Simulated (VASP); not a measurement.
# YH3O3 (P6_3) in VASP: electric field gradients with r2SCAN

Aim: the electric field gradients of YH3O3 with r2SCAN.

Program: VASP 6.6.1. These are calculated values, not measurements. Logs are shortened: lines on timing, memory, paths and dates and some standing lists are left out, and cuts for length are marked.

## 1. The cell of the first run

Symmetry: P6_3, No. 173, hexagonal system. The conventional cell has a = 6.382 Å, b = 6.382 Å, c = 3.518 Å, α = 90.00°, β = 90.00°, γ = 120.00°. Y (site symmetry 3) has 9 O at 2.41 to 2.50 Å and 9 H at 2.68 to 3.20 Å within 3.2 Å. H (site symmetry 1) has 1 O at 0.97 Å within 1.3 Å. O (site symmetry 1) has 1 H at 0.97 Å within 1.3 Å.

## 2. Electric field gradients, r2SCAN

Input file POSCAR:

```
YH3O3
1.0
    6.3816698534      0.0000000000      0.0000000000
   -3.1908349267      5.5266882116      0.0000000000
    0.0000000000      0.0000000000      3.5180430000
Y H O
2 6 6
Direct
    0.3333333333      0.6666666667      0.8126920000
    0.6666666667      0.3333333333      0.3126920000
    0.8611509900      0.7192269900      0.8507570000
    0.8580760000      0.1388490100      0.8507570000
    0.2807730100      0.1419240000      0.8507570000
    0.1388490100      0.2807730100      0.3507570000
    0.1419240000      0.8611509900      0.3507570000
    0.7192269900      0.8580760000      0.3507570000
    0.6905999900      0.6042409900      0.8081360000
    0.9136410000      0.3094000100      0.8081360000
    0.3957590100      0.0863590000      0.8081360000
    0.3094000100      0.3957590100      0.3081360000
    0.0863590000      0.6905999900      0.3081360000
    0.6042409900      0.9136410000      0.3081360000
```

Input file INCAR.step1:

```
SYSTEM = YH3O3
ALGO = Normal ; EDIFF = 1E-4
ENCUT = 520 ; GGA = PE
ISMEAR = -1 ; LASPH = .TRUE.
LCHARG = .FALSE. ; LREAL = .FALSE.
LWAVE = .TRUE. ; NBANDS = 45
NELM = 80 ; PREC = Accurate
SIGMA = 0.02
```

Input file INCAR.step2:

```
SYSTEM = YH3O3
ALGO = Normal ; EDIFF = 1E-8
ENCUT = 520 ; ISIF = 2
ISMEAR = -1 ; ISTART = 1
LASPH = .TRUE. ; LCHARG = .FALSE.
LEFG = .TRUE. ; LMIXTAU = .TRUE.
LREAL = .FALSE. ; LWAVE = .FALSE.
METAGGA = R2SCAN ; NBANDS = 45
NELM = 80 ; PREC = Accurate
SIGMA = 0.02
```

Input file KPOINTS:

```
k-points
0
G
  4 4 6
  0 0 0
```

Potentials or basis: VASP PAW PBE potentials, release 64 (Y_sv, H, O).

Run with:

```
$ cat potpaw_PBE.64/Y_sv/POTCAR potpaw_PBE.64/H/POTCAR potpaw_PBE.64/O/POTCAR > POTCAR
$ cp INCAR.step1 INCAR
$ mpirun -np 1 vasp_std > vasp.out
$ cp INCAR.step2 INCAR
$ mpirun -np 1 vasp_std > vasp.out
```

OUTCAR:

```text
SYSTEM = YH3O3
   EDIFF = 1E-8
   ENCUT = 520
   ISIF = 2
   ISMEAR = -1
   ISTART = 1
   LASPH = .TRUE.
   LREAL = .FALSE.
   METAGGA = R2SCAN
   NELM = 80
   PREC = Accurate

 ion  position               nearest neighbor table
   1  0.333  0.667  0.813-  13 2.41  14 2.41  12 2.41  13 2.43  14 2.43  12 2.43  11 2.50  10 2.50
                             9 2.50   2 4.08   2 4.08   2 4.08   2 4.08   2 4.08   2 4.08
   2  0.667  0.333  0.313-  10 2.41  11 2.41   9 2.41  10 2.43  11 2.43   9 2.43  14 2.50  13 2.50
                            12 2.50   1 4.08   1 4.08   1 4.08   1 4.08   1 4.08   1 4.08
   3  0.861  0.719  0.851-   9 0.97
   4  0.858  0.139  0.851-  10 0.97
   5  0.281  0.142  0.851-  11 0.97
   6  0.139  0.281  0.351-  12 0.97
   7  0.142  0.861  0.351-  13 0.97
   8  0.719  0.858  0.351-  14 0.97
   9  0.691  0.604  0.808-   3 0.97   2 2.41   2 2.43   1 2.50
  10  0.914  0.309  0.808-   4 0.97   2 2.41   2 2.43   1 2.50
  11  0.396  0.086  0.808-   5 0.97   2 2.41   2 2.43   1 2.50
  12  0.309  0.396  0.308-   6 0.97   1 2.41   1 2.43   2 2.50
  13  0.086  0.691  0.308-   7 0.97   1 2.41   1 2.43   2 2.50
  14  0.604  0.914  0.308-   8 0.97   1 2.41   1 2.43   2 2.50

  LATTYP: Found a hexagonal cell.
 ALAT       =     6.3816698534
 C/A-ratio  =     0.5512731120

  Lattice vectors:

 A1 = (   6.3816698534,   0.0000000000,   0.0000000000)
 A2 = (  -3.1908349267,   5.5266882116,   0.0000000000)
 A3 = (   0.0000000000,   0.0000000000,   3.5180430000)

Analysis of symmetry for initial positions (statically):
=====================================================================
 Subroutine PRICEL returns:
 Original cell was already a primitive cell.

 Routine SETGRP: Setting up the symmetry group for a
 hexagonal supercell.

 Subroutine GETGRP returns: Found  6 space group operations
 (whereof  3 operations were pure point group operations)
 out of a pool of 24 trial point group operations.

The static configuration has the point symmetry C_3 .
 The point group associated with its full space group is C_6 .

Analysis of symmetry for dynamics (positions and initial velocities):
=====================================================================
 Subroutine PRICEL returns:
[... 951 lines left out ...]

 POSITION                                       TOTAL-FORCE (eV/Angst)
 -----------------------------------------------------------------------------------
     -0.00000      3.68446      2.85909        -0.000000     -0.000000      0.137954
      3.19083      1.84223      1.10006        -0.000000      0.000000      0.137954
      3.20065      3.97494      2.99300        -0.220634     -0.170263     -0.081289
      5.03291      0.76738      2.99300        -0.037135      0.276207     -0.081289
      1.33894      0.78437      2.99300         0.257769     -0.105943     -0.081289
     -0.00981      1.55174      1.23398         0.220634      0.170263     -0.081289
     -1.84208      4.75931      1.23398         0.037135     -0.276207     -0.081289
      1.85189      4.74232      1.23398        -0.257769      0.105943     -0.081289
      2.47915      3.33945      2.84306         0.158034      0.027905      0.035304
      4.84331      1.70996      2.84306        -0.054851     -0.150814      0.035304
      2.25005      0.47728      2.84306        -0.103183      0.122909      0.035304
      0.71169      2.18724      1.08404        -0.158034     -0.027905      0.035304
     -1.65248      3.81673      1.08404         0.054851      0.150814      0.035304
      0.94079      5.04941      1.08404         0.103183     -0.122909      0.035304
 -----------------------------------------------------------------------------------
    total drift:                               -0.000001      0.000001     -0.000590

  FREE ENERGIE OF THE ION-ELECTRON SYSTEM (eV)
  ---------------------------------------------------
  free  energy   TOTEN  =      -126.6267859846 eV

  energy  without entropy=     -126.6267859846  energy(sigma->0) =     -126.62678598

 Electric field gradients (V/A^2)
---------------------------------------------------------------------
 ion       V_xx      V_yy      V_zz      V_xy      V_xz      V_yz
---------------------------------------------------------------------
   1      23.461    23.461   -46.922     0.001     0.000     0.000
   2      23.461    23.461   -46.922     0.001    -0.000    -0.000
   3      12.602     7.216   -19.817    30.470     6.746     6.102
   4     -17.826    37.643   -19.817   -12.902     1.912    -8.893
   5      34.950   -15.132   -19.818   -17.566    -8.658     2.791
   6      12.602     7.216   -19.817    30.470    -6.746    -6.102
   7     -17.826    37.643   -19.817   -12.902    -1.912     8.893
   8      34.950   -15.132   -19.818   -17.566     8.658    -2.791
   9      31.389    29.741   -61.130    88.931    23.138    17.359
  10     -46.863   107.993   -61.130   -43.755     3.464   -28.717
  11     107.172   -46.043   -61.130   -45.181   -26.602    11.359
  12      31.389    29.741   -61.130    88.931   -23.138   -17.359
  13     -46.863   107.993   -61.130   -43.755    -3.464    28.717
  14     107.172   -46.043   -61.130   -45.181    26.602   -11.359
---------------------------------------------------------------------

 Electric field gradients after diagonalization (V/A^2)
 (convention: |V_zz| > |V_xx| > |V_yy|)
----------------------------------------------------------------------
 ion       V_xx      V_yy      V_zz     asymmetry (V_yy - V_xx)/ V_zz
----------------------------------------------------------------------
   1      23.462    23.460   -46.922       0.000
   2      23.462    23.460   -46.922       0.000
   3     -21.165   -20.674    41.840       0.012
   4     -21.165   -20.674    41.839       0.012
   5     -21.166   -20.673    41.839       0.012
   6     -21.165   -20.674    41.840       0.012
   7     -21.165   -20.674    41.839       0.012
   8     -21.166   -20.673    41.839       0.012
   9     -67.280   -56.658   123.938       0.086
  10     -67.281   -56.659   123.940       0.086
  11     -67.280   -56.661   123.942       0.086
  12     -67.280   -56.658   123.938       0.086
  13     -67.281   -56.659   123.940       0.086
  14     -67.280   -56.661   123.942       0.086
----------------------------------------------------------------------

           NMR quadrupolar parameters

 Cq : quadrupolar parameter    Cq=e*Q*V_zz/h
 eta: asymmetry parameters     (V_yy - V_xx)/ V_zz
 Q  : nuclear electric quadrupole moment in mb (millibarn)
----------------------------------------------------------------------
 ion       Cq(MHz)       eta       Q (mb)
----------------------------------------------------------------------
   1      -0.113       0.000       1.000
   2      -0.113       0.000       1.000
   3       0.101       0.012       1.000
   4       0.101       0.012       1.000
   5       0.101       0.012       1.000
   6       0.101       0.012       1.000
   7       0.101       0.012       1.000
   8       0.101       0.012       1.000
   9       0.300       0.086       1.000
  10       0.300       0.086       1.000
  11       0.300       0.086       1.000
  12       0.300       0.086       1.000
  13       0.300       0.086       1.000
  14       0.300       0.086       1.000
----------------------------------------------------------------------
```

Wall time 8.3 min (1 thread of Intel Xeon Platinum 8375C at 2.90GHz (Ice Lake), shared host); peak memory 0.31 GiB.

What came out:

```yaml
Free_energy: -126.6268 eV
Pressure: -3.8 GPa
Largest_force: 0.290 eV/Å
Band_gap_on_the_k_mesh: 4.45 eV, direct
```

Forces on the atoms (eV/Å):
```
Y    0.000  0.000  0.138
Y    0.000  0.000  0.138
H   -0.221 -0.170 -0.081
H   -0.037  0.276 -0.081
H    0.258 -0.106 -0.081
H    0.221  0.170 -0.081
H    0.037 -0.276 -0.081
H   -0.258  0.106 -0.081
O    0.158  0.028  0.035
O   -0.055 -0.151  0.035
O   -0.103  0.123  0.035
O   -0.158 -0.028  0.035
O    0.055  0.151  0.035
O    0.103 -0.123  0.035
```

Stress tensor (GPa, compression positive):
```
-4.48  0.00  0.00
 0.00 -4.48  0.00
 0.00  0.00 -2.42
```

Electric field gradients, principal values (V/Å²):
```
atom    least   middle  greatest (by size)
 1 Y   23.460   23.462             -46.922
 2 Y   23.460   23.462             -46.922
 3 H  -20.674  -21.165              41.840
 4 H  -20.674  -21.165              41.839
 5 H  -20.673  -21.166              41.839
 6 H  -20.674  -21.165              41.840
 7 H  -20.674  -21.165              41.839
 8 H  -20.673  -21.166              41.839
 9 O  -56.658  -67.280             123.938
10 O  -56.659  -67.281             123.940
11 O  -56.661  -67.280             123.942
12 O  -56.658  -67.280             123.938
13 O  -56.659  -67.281             123.940
14 O  -56.661  -67.280             123.942
```

Caveat: without QUAD_EFG the Cq values of the log hold for a quadrupole moment of 1 mb, not for the nuclei; the PAW data sets were made with another functional, which shifts forces and pressure a little.
